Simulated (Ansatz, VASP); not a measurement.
GaN in VASP and in Ansatz

```
Ga N
1.0
     0.00000    2.24895    2.24895
     2.24895    0.00000    2.24895
     2.24895    2.24895    0.00000
Ga N
1 1
Direct
  0.00000 0.00000 0.00000
  0.75000 0.75000 0.75000
```

Alike in both runs: task single point; functional PBE; k mesh 3 × 3 × 3; no spin polarisation.

```csv
,VASP,Ansatz
version,VASP 6.6.1,Ansatz 0.2.0
potentials or method,"VASP PAW PBE potentials, release 64 (Ga_d, N)",plane waves
plane-wave cutoff (eV),520,420
occupations,"gaussian, width 0.01 eV",fixed
valence electrons in the cell,18,18
```

VASP gave:

| Property | Result |
| --- | --- |
| gap on the k mesh at the Fermi level (eV) | 1.70 |
| pressure (GPa) | 6.6 |

Which values does Ansatz return?

gap on the k mesh at the Fermi level (eV): 1.69; pressure (GPa): 6.6.

The k mesh is coarse, so the values compare programs but aren't converged.
